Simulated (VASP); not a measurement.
# C (P4/mmm) in VASP: notebook, part 2 of 2

VASP 6.6.1. Earlier steps stand in the parts before.

### Step 3. Single point, PBE

This run uses another cell than the first one, of 13.11 Å³/atom.

Contents of INCAR:

```
PREC = Accurate
ENCUT = 520
EDIFF = 1E-6
ISMEAR = 0
SIGMA = 0.1
LREAL = False
LASPH = True
NELM = 80
ALGO = Normal
ISIF = 2
LWAVE = False
LCHARG = False
GGA = PE
NBANDS = 16
```

Contents of KPOINTS:

```
Automatic mesh
0
Gamma
  14 14 10
```

Contents of POSCAR:

```
C
1.0
    3.4446126600      0.0000000000      0.0000000000
    0.0000000000      3.4446126600      0.0000000000
    0.0000000000      0.0000000000      4.4195695725
C
4
Direct
    0.0000000000      0.3009080909      0.0000000000
    0.6990919091      0.0000000000      0.0000000000
    0.3009080909      0.0000000000      0.0000000000
    0.0000000000      0.6990919091      0.0000000000
```

Potentials or basis: VASP PAW PBE potentials, release 64 (C).

Launch:

```bash
> cat potpaw_PBE.64/C/POTCAR > POTCAR
> mpirun -np 1 vasp_std > vasp.out
```

OUTCAR:

```text
PREC = Accurate
   ENCUT = 520
   EDIFF = 1E-6
   ISMEAR = 0
   LREAL = False
   LASPH = True
   NELM = 80
   ISIF = 2
   GGA = PE

 ion  position               nearest neighbor table
   1  0.000  0.301  0.000-   4 1.37   3 1.47   2 1.47
   2  0.699  0.000  0.000-   3 1.37   1 1.47   4 1.47
   3  0.301  0.000  0.000-   2 1.37   1 1.47   4 1.47
   4  0.000  0.699  0.000-   1 1.37   2 1.47   3 1.47

  LATTYP: Found a simple tetragonal cell.
 ALAT       =     3.4446126600
 C/A-ratio  =     1.2830381842

  Lattice vectors:

 A1 = (   3.4446126600,   0.0000000000,   0.0000000000)
 A2 = (   0.0000000000,   3.4446126600,   0.0000000000)
 A3 = (   0.0000000000,   0.0000000000,   4.4195695725)

Analysis of symmetry for initial positions (statically):
=====================================================================
 Subroutine PRICEL returns:
 Original cell was already a primitive cell.

 Routine SETGRP: Setting up the symmetry group for a
 simple tetragonal supercell.

 Subroutine GETGRP returns: Found 16 space group operations
[... 172 lines left out ...]
 val. band max:        1.2871105100   @ k =   0.2143   0.0000   0.0000
 cond. band min:       1.4779275371   @ k =   0.1429   0.1429   0.5000
 fundamental gap:      0.1908170272
 Fermi energy:         1.3808640007

 k-point     1 :       0.0000    0.0000    0.0000
  band No.  band energies     occupation
      1     -17.6507      2.00000
      2      -9.7635      2.00000
      3      -9.1953      2.00000
      4      -7.7702      2.00000
      5      -7.7702      2.00000
      6      -5.3993      2.00000
[... 433 lines left out ...]
      3     -11.0862      2.00000
      4      -5.7905      2.00000
      5      -4.2955      2.00000
      6      -3.8362      2.00000
[... 8 lines left out ...]
     15      12.6810      0.00000
     16      13.9032      0.00000

 [... further k-points ...]

------------------------ aborting loop because EDIFF is reached ----------------------------------------

  FORCE on cell =-STRESS in cart. coord.  units (eV):
  Direction    XX          YY          ZZ          XY          YZ          ZX
  --------------------------------------------------------------------------------------
  -------------------------------------------------------------------------------------
  Total        0.1114130      0.1114130     -0.0050662      0.0000000     -0.0000000      0.0000000
  in kB        3.4039695      3.4039695     -0.1547861      0.0000000     -0.0000000      0.0000000
  external PRESSURE =       2.2177177 kB  Pullay stress =       0.0000000 kB

 VOLUME and BASIS-vectors are now :
 -----------------------------------------------------------------------------
  energy-cutoff  :      520.00
  volume of cell :       52.44
      direct lattice vectors                 reciprocal lattice vectors
     3.444612660  0.000000000  0.000000000     0.290308403  0.000000000  0.000000000
     0.000000000  3.444612660  0.000000000     0.000000000  0.290308403  0.000000000
     0.000000000  0.000000000  4.419569573     0.000000000  0.000000000  0.226266378

 POSITION                                       TOTAL-FORCE (eV/Angst)
 -----------------------------------------------------------------------------------
      0.00000      1.03651      0.00000        -0.000000      0.035998      0.000000
      2.40810      0.00000      0.00000        -0.035998     -0.000000     -0.000000
      1.03651      0.00000      0.00000         0.035998     -0.000000      0.000000
      0.00000      2.40810      0.00000        -0.000000     -0.035998      0.000000
 -----------------------------------------------------------------------------------
    total drift:                                0.000000      0.000000     -0.000000

  FREE ENERGIE OF THE ION-ELECTRON SYSTEM (eV)
  ---------------------------------------------------
  free  energy   TOTEN  =       -34.8630806142 eV

  energy  without entropy=      -34.8626395681  energy(sigma->0) =      -34.86286009
```

OSZICAR:

```text
N       E                     dE             d eps       ncg     rms          rms(c)
DAV:   1     0.436281098757E+02    0.43628E+02   -0.72823E+03  6920   0.872E+02
DAV:   2    -0.335516980164E+02   -0.77180E+02   -0.69602E+02  9632   0.181E+02
DAV:   3    -0.373144214012E+02   -0.37627E+01   -0.37344E+01  9032   0.391E+01
DAV:   4    -0.373573566200E+02   -0.42935E-01   -0.42901E-01  9104   0.498E+00
DAV:   5    -0.373582474309E+02   -0.89081E-03   -0.89066E-03  9056   0.689E-01    0.872E+00
DAV:   6    -0.354601721629E+02    0.18981E+01   -0.14858E+00  9368   0.726E+00    0.505E+00
DAV:   7    -0.348488880297E+02    0.61128E+00   -0.16689E+00  9856   0.770E+00    0.149E+00
DAV:   8    -0.348628234304E+02   -0.13935E-01   -0.83113E-02  8064   0.171E+00    0.136E-01
DAV:   9    -0.348625827377E+02    0.24069E-03   -0.40655E-03  9568   0.411E-01    0.964E-02
DAV:  10    -0.348630627698E+02   -0.48003E-03   -0.52841E-04  7992   0.179E-01    0.272E-02
DAV:  11    -0.348630778027E+02   -0.15033E-04   -0.60067E-05  9056   0.541E-02    0.177E-02
DAV:  12    -0.348630804146E+02   -0.26119E-05   -0.23012E-05  8408   0.308E-02    0.447E-03
DAV:  13    -0.348630806142E+02   -0.19964E-06   -0.65049E-07  7432   0.610E-03
   1 F= -.34863081E+02 E0= -.34862860E+02  d E =-.441046E-03
```

stdout:

```text
POSCAR found type information on POSCAR C
 POSCAR found :  1 types and       4 ions
 scaLAPACK will be used
 LDA part: xc-table for (Slater+PW92), standard interpolation
 POSCAR, INCAR and KPOINTS ok, starting setup
 FFT: planning ... GRIDC
 FFT: planning ... GRID_SOFT
 FFT: planning ... GRID
 WAVECAR not read
 entering main loop
```

Wall time 3.9 min (1 thread of Intel Xeon 8259CL, shared host); peak memory 0.26 GiB.

What came out:

- Free energy: -34.8631 eV
- Pressure: 0.2 GPa
- Largest force: 0.036 eV/Å
- Band gap on the k mesh: zero (bands 8 and 9 overlap by 4.31 eV)

Forces on the atoms (eV/Å):
```
C    0.000  0.036  0.000
C   -0.036  0.000  0.000
C    0.036  0.000  0.000
C    0.000 -0.036  0.000
```

Levels at points of the mesh, in eV from the Fermi level:
```
           k point  band 4  band 5  band 6  band 7  band 8  band 9  band 10  band 11  band 12  band 13
(0.00, 0.00, 0.00)   -9.15   -9.15   -6.78   -2.62    1.85    3.55     4.01     4.01     6.80     6.80
(0.50, 0.00, 0.00)   -7.66   -5.82   -5.22   -4.94   -2.51    4.28     5.53     6.21     6.24     6.93
(0.50, 0.50, 0.00)   -8.58   -3.40   -3.40   -2.66   -2.20   -2.20     7.87     7.91     9.44     9.44
(0.00, 0.00, 0.50)   -9.14   -9.14   -7.14   -2.62    1.67    3.80     3.80     6.18     6.82     6.82
(0.50, 0.00, 0.50)   -7.65   -5.81   -5.52   -4.93   -2.87    4.13     5.70     6.06     8.58     9.28
(0.50, 0.50, 0.50)   -8.56   -3.39   -3.39   -2.93   -2.47   -2.47     7.63     7.92     9.14    11.28
```

Caveat: this functional lacks dispersion, which binds layers or chains, so the pressure and a relaxed spacing across them are unreliable.

### Step 4. Single point, PBE

This run uses another cell than the first one, of 13.11 Å³/atom.

Contents of INCAR:

```
SYSTEM = C
ALGO = Normal
EDIFF = 1E-7
ENCUT = 520
GGA = PE
ISIF = 2
ISMEAR = 0
LASPH = .TRUE.
LCHARG = .FALSE.
LREAL = .FALSE.
LWAVE = .FALSE.
NBANDS = 16
NELM = 60
PREC = Accurate
SIGMA = 0.1
```

Contents of KPOINTS:

```
k-points
0
G
  14 14 12
  0 0 0
```

POSCAR is that of step 3.

Potentials or basis: VASP PAW PBE potentials, release 64 (C).

Launch:

```bash
> cat potpaw_PBE.64/C/POTCAR > POTCAR
> mpirun -np 1 vasp_std > vasp.out
```

OUTCAR:

```text
SYSTEM = C
   EDIFF = 1E-7
   ENCUT = 520
   GGA = PE
   ISIF = 2
   ISMEAR = 0
   LASPH = .TRUE.
   LREAL = .FALSE.
   NELM = 60
   PREC = Accurate

 ion  position               nearest neighbor table
   1  0.000  0.301  0.000-   4 1.37   3 1.47   2 1.47
   2  0.699  0.000  0.000-   3 1.37   1 1.47   4 1.47
   3  0.301  0.000  0.000-   2 1.37   1 1.47   4 1.47
   4  0.000  0.699  0.000-   1 1.37   2 1.47   3 1.47

  LATTYP: Found a simple tetragonal cell.
 ALAT       =     3.4446126600
 C/A-ratio  =     1.2830381842

  Lattice vectors:

 A1 = (   3.4446126600,   0.0000000000,   0.0000000000)
 A2 = (   0.0000000000,   3.4446126600,   0.0000000000)
 A3 = (   0.0000000000,   0.0000000000,   4.4195695725)

Analysis of symmetry for initial positions (statically):
=====================================================================
 Subroutine PRICEL returns:
 Original cell was already a primitive cell.

 Routine SETGRP: Setting up the symmetry group for a
 simple tetragonal supercell.

 Subroutine GETGRP returns: Found 16 space group operations
 (whereof 16 operations were pure point group operations)
 out of a pool of 16 trial point group operations.

The static configuration has the point symmetry D_4h.

Analysis of symmetry for dynamics (positions and initial velocities):
=====================================================================
 Subroutine PRICEL returns:
 Original cell was already a primitive cell.

 Routine SETGRP: Setting up the symmetry group for a
 simple tetragonal supercell.

 Subroutine GETGRP returns: Found 16 space group operations
 (whereof 16 operations were pure point group operations)
 out of a pool of 16 trial point group operations.

The dynamic configuration has the point symmetry D_4h.

 Subroutine INISYM returns: Found 16 space group operations
 (whereof 16 operations are pure point group operations),
 and found     1 'primitive' translations

----------------------------------------------------------------------------------------

                                     Primitive cell

  volume of cell :      52.4398

  direct lattice vectors                    reciprocal lattice vectors
     3.444612660  0.000000000  0.000000000     0.290308403  0.000000000  0.000000000
     0.000000000  3.444612660  0.000000000     0.000000000  0.290308403  0.000000000
     0.000000000  0.000000000  4.419569573     0.000000000  0.000000000  0.226266378

  length of vectors
     3.444612660  3.444612660  4.419569573     0.290308403  0.290308403  0.226266378

  position of ions in fractional coordinates (direct lattice)
     0.000000000  0.300908091  0.000000000
     0.699091909  0.000000000  0.000000000
     0.300908091  0.000000000  0.000000000
     0.000000000  0.699091909  0.000000000

  ion indices of the primitive-cell ions
   primitive index   ion index
                 1           1
                 2           2
                 3           3
                 4           4

----------------------------------------------------------------------------------------

 KPOINTS: k-points

Automatic generation of k-mesh.
 Grid dimensions read from file:
 generate k-points for:   14   14   12

 Generating k-lattice:

  Cartesian coordinates                     Fractional coordinates (reciprocal lattice)
     0.020736314  0.000000000  0.000000000     0.071428571  0.000000000  0.000000000
     0.000000000  0.020736314  0.000000000     0.000000000  0.071428571  0.000000000
     0.000000000  0.000000000  0.018855532     0.000000000  0.000000000  0.083333333

  Length of vectors
     0.020736314  0.020736314  0.018855532

  Shift w.r.t. Gamma in fractional coordinates (k-lattice)
     0.000000000  0.000000000  0.000000000

 Subroutine IBZKPT returns following result:
 ===========================================

 Found    252 irreducible k-points:

 Following reciprocal coordinates:
            Coordinates               Weight
  0.000000  0.000000  0.000000      1.000000
  0.071429  0.000000  0.000000      4.000000
  0.142857  0.000000  0.000000      4.000000
  0.214286  0.000000  0.000000      4.000000
  0.285714  0.000000  0.000000      4.000000
  0.357143  0.000000  0.000000      4.000000
[... 16 lines left out ...]
  0.285714  0.214286  0.000000      8.000000
  0.357143  0.214286  0.000000      8.000000
 [... further k-points ...]
   k-points           NKPTS =    252   k-points in BZ     NKDIM =    252   number of bands    NBANDS=     16
   number of dos      NEDOS =    301   number of ions     NIONS =      4
   total plane-waves  NPLWV =  28224
   dimension x,y,z NGX =    28 NGY =   28 NGZ =   36
   dimension x,y,z NGXF=    56 NGYF=   56 NGZF=   72
   ions per type =               4
   NGX,Y,Z   is equivalent  to a cutoff of  13.51, 13.51, 13.54 a.u.
   NGXF,Y,Z  is equivalent  to a cutoff of  27.03, 27.03, 27.08 a.u.
 SYSTEM =  C
   PREC   = accura    normal or accurate (medium, high low for compatibility)
   ISTART =      0    job   : 0-new  1-cont  2-samecut
   ICHARG =      2    charge: 1-file 2-atom 10-const
   ISPIN  =      1    spin polarized calculation?
   LNONCOLLINEAR =      F non collinear calculations
   LSORBIT =      F    spin-orbit coupling
   LASPH  =      T    aspherical Exc in radial PAW
   ENCUT  =  520.0 eV  38.22 Ry    6.18 a.u.   6.40  6.40  8.22*2*pi/ulx,y,z
   NELM   =     60;   NELMIN=  2; NELMDL= -5     # of ELM steps
   EDIFF  = 0.1E-06   stopping-criterion for ELM
   LREAL  =      F    real-space projection
   EDIFFG = 0.1E-05   stopping-criterion for IOM
   NSW    =      0    number of steps for IOM
   IBRION =     -1    ionic relax: 0-MD 1-quasi-New 2-CG
   NFREE  =      0    steps in history (QN), initial steepest desc. (CG)
   ISIF   =      2    stress and relaxation
   ISYM   =      2    0-nonsym 1-usesym 2-fastsym
   POTIM  = 0.5000    time-step for ionic-motion
   TEBEG  =    0.0;   TEEND  =   0.0 temperature during run
   PSTRESS=    0.0 pullay stress
   NELECT =      16.0000    total number of electrons
   NUPDOWN=      -1.0000    fix difference up-down
   EMIN   =  10.00;   EMAX   =-10.00  energy-range for DOS
   EFERMI =   0.00;   METHOD = LEGACY
   ISMEAR =     0;   SIGMA  =   0.10  broadening in eV -4-tet -1-fermi 0-gaus
   EFERMI_NEDOS =   21; number of points for ismear=-14 and -15
   IALGO  =     38    algorithm
   IMIX   =      4    mixing-type and parameters
     AMIX     =   0.40;   BMIX     =  1.00
     AMIX_MAG =   1.60;   BMIX_MAG =  1.00
  volume/ion in A,a.u.               =      13.11        88.47
  Fermi-wavevector in a.u.,A,eV,Ry     =   1.102118  2.082700 16.526494  1.214663
  Thomas-Fermi vector in A             =   2.238555
   LORBIT       =      0    0 simple, 1 ext, 2 COOP (PROOUT), +10 PAW based schemes
   GGA     = PE    functional components
   LHFCALC =     F    Hartree Fock is set to
   AEXX    =    0.0000 exact exchange contribution
   IVDW    =     0    specifies the selected vdW correction
   LEPSILON=     F    determine dielectric tensor
   LRPA    =     F    only Hartree local field effects (RPA)
 non-spin polarized calculation
 Gauss-broadening in eV      SIGMA  =   0.10
  energy-cutoff  :      520.00
  volume of cell :       52.44
 maximum number of plane-waves:      1432
 NGX is ok and might be reduce to    28
   NGX = 13   NGY = 13   NGZ = 17

 number of electron      16.0000003 magnetization

 Free energy of the ion-electron system (eV)
  ---------------------------------------------------
  ext. energy  EPLUGINS =         0.00000000
  ---------------------------------------------------
  free energy    TOTEN  =       -34.86308056 eV

  energy without entropy =      -34.86263956  energy(sigma->0) =      -34.86286006

 E-fermi :   1.3808     XC(G=0):  -7.9819

 val. band max:        1.2869924409   @ k =   0.2143   0.0000   0.0000
 cond. band min:       1.4778139640   @ k =   0.1429   0.1429   0.5000
 fundamental gap:      0.1908215232
 Fermi energy:         1.3807521704

 k-point     1 :       0.0000    0.0000    0.0000
  band No.  band energies     occupation
      1     -17.6508      2.00000
      2      -9.7636      2.00000
      3      -9.1954      2.00000
      4      -7.7703      2.00000
      5      -7.7703      2.00000
      6      -5.3995      2.00000
[... 433 lines left out ...]
      3     -11.0863      2.00000
      4      -5.7906      2.00000
      5      -4.2956      2.00000
      6      -3.8363      2.00000
[... 8 lines left out ...]
     15      12.6810      0.00000
     16      13.9030      0.00000

 [... further k-points ...]

------------------------ aborting loop because EDIFF is reached ----------------------------------------

  FORCE on cell =-STRESS in cart. coord.  units (eV):
  Direction    XX          YY          ZZ          XY          YZ          ZX
  --------------------------------------------------------------------------------------
  -------------------------------------------------------------------------------------
  Total        0.1114768      0.1114768     -0.0040380      0.0000000      0.0000000      0.0000000
  in kB        3.4059179      3.4059179     -0.1233712      0.0000000      0.0000000      0.0000000
  external PRESSURE =       2.2294882 kB  Pullay stress =       0.0000000 kB

 VOLUME and BASIS-vectors are now :
 -----------------------------------------------------------------------------
  energy-cutoff  :      520.00
  volume of cell :       52.44
      direct lattice vectors                 reciprocal lattice vectors
     3.444612660  0.000000000  0.000000000     0.290308403  0.000000000  0.000000000
     0.000000000  3.444612660  0.000000000     0.000000000  0.290308403  0.000000000
     0.000000000  0.000000000  4.419569573     0.000000000  0.000000000  0.226266378

 POSITION                                       TOTAL-FORCE (eV/Angst)
 -----------------------------------------------------------------------------------
      0.00000      1.03651      0.00000         0.000000      0.035979      0.000000
      2.40810      0.00000      0.00000        -0.035979      0.000000      0.000000
      1.03651      0.00000      0.00000         0.035979     -0.000000      0.000000
      0.00000      2.40810      0.00000        -0.000000     -0.035979      0.000000
 -----------------------------------------------------------------------------------
    total drift:                                0.000000      0.000000     -0.000000

  FREE ENERGIE OF THE ION-ELECTRON SYSTEM (eV)
  ---------------------------------------------------
  free  energy   TOTEN  =       -34.8630805563 eV

  energy  without entropy=      -34.8626395626  energy(sigma->0) =      -34.86286006
```

OSZICAR:

```text
N       E                     dE             d eps       ncg     rms          rms(c)
DAV:   1     0.428598160560E+02    0.42860E+02   -0.72535E+03  8064   0.872E+02
DAV:   2    -0.335932495663E+02   -0.76453E+02   -0.68901E+02 11152   0.181E+02
DAV:   3    -0.373149109482E+02   -0.37217E+01   -0.36920E+01 10544   0.391E+01
DAV:   4    -0.373573481431E+02   -0.42437E-01   -0.42402E-01 10744   0.495E+00
DAV:   5    -0.373582478312E+02   -0.89969E-03   -0.89954E-03 10472   0.693E-01    0.872E+00
DAV:   6    -0.354601176904E+02    0.18981E+01   -0.14851E+00 10976   0.726E+00    0.505E+00
DAV:   7    -0.348488892177E+02    0.61123E+00   -0.16707E+00 11480   0.771E+00    0.149E+00
DAV:   8    -0.348628548935E+02   -0.13966E-01   -0.83467E-02  9424   0.171E+00    0.137E-01
DAV:   9    -0.348625831704E+02    0.27172E-03   -0.41142E-03 11128   0.414E-01    0.964E-02
DAV:  10    -0.348630631691E+02   -0.48000E-03   -0.52851E-04  9320   0.179E-01    0.275E-02
DAV:  11    -0.348630778990E+02   -0.14730E-04   -0.61376E-05 10584   0.546E-02    0.178E-02
DAV:  12    -0.348630803863E+02   -0.24873E-05   -0.23483E-05  9904   0.310E-02    0.446E-03
DAV:  13    -0.348630806058E+02   -0.21957E-06   -0.73554E-07 10800   0.617E-03    0.106E-03
DAV:  14    -0.348630805563E+02    0.49531E-07   -0.59527E-08  8720   0.199E-03
   1 F= -.34863081E+02 E0= -.34862860E+02  d E =-.440994E-03
```

stdout:

```text
POSCAR found type information on POSCAR C
 POSCAR found :  1 types and       4 ions
 scaLAPACK will be used
 LDA part: xc-table for (Slater+PW92), standard interpolation
 POSCAR, INCAR and KPOINTS ok, starting setup
 FFT: planning ... GRIDC
 FFT: planning ... GRID_SOFT
 FFT: planning ... GRID
 WAVECAR not read
 entering main loop
```

Wall time 4.6 min (1 thread of Intel Xeon 8259CL, shared host); peak memory 0.27 GiB.

Results:

```yaml
Free_energy: -34.8631 eV
Pressure: 0.2 GPa
Largest_force: 0.036 eV/Å
Band_gap_on_the_k_mesh: zero (bands 8 and 9 overlap by 4.31 eV)
```

Forces on the atoms (eV/Å):
```
C    0.000  0.036  0.000
C   -0.036  0.000  0.000
C    0.036  0.000  0.000
C    0.000 -0.036  0.000
```

Caveat: this functional lacks dispersion, which binds layers or chains, so the pressure and a relaxed spacing across them are unreliable.

### Step 5. The runs side by side

| task | cell | k mesh | cutoff (eV) | gap on the mesh (eV) | pressure (GPa) | largest force (eV/Å) |
| --- | --- | --- | --- | --- | --- | --- |
| relaxation of cell and atoms | relaxed from a = 3.428, b = 3.428, c = 3.692 Å, 4 atoms, atomic positions A | 6 × 6 × 6 | 600 | none | -0.1 | - |
| single point | a = 3.445, b = 3.445, c = 4.420 Å, 4 atoms, atomic positions B | 14 × 14 × 10 | 520 | none | 0.2 | 0.04 |
| single point | a = 3.445, b = 3.445, c = 4.420 Å, 4 atoms, atomic positions B | 14 × 14 × 12 | 520 | none | 0.2 | 0.04 |

Alike in all rows: level PBE; potentials or basis VASP PAW PBE potentials, release 64 (C); no spin polarisation; smearing gaussian 0.1 eV.

Caveats: this functional lacks dispersion, which binds layers or chains, so the pressure and a relaxed spacing across them are unreliable.

Total energies depend on the potentials used, so only differences within one code and one set of settings carry meaning.

The gap in the log of VASP goes by the Fermi energy; the results here count the filled bands.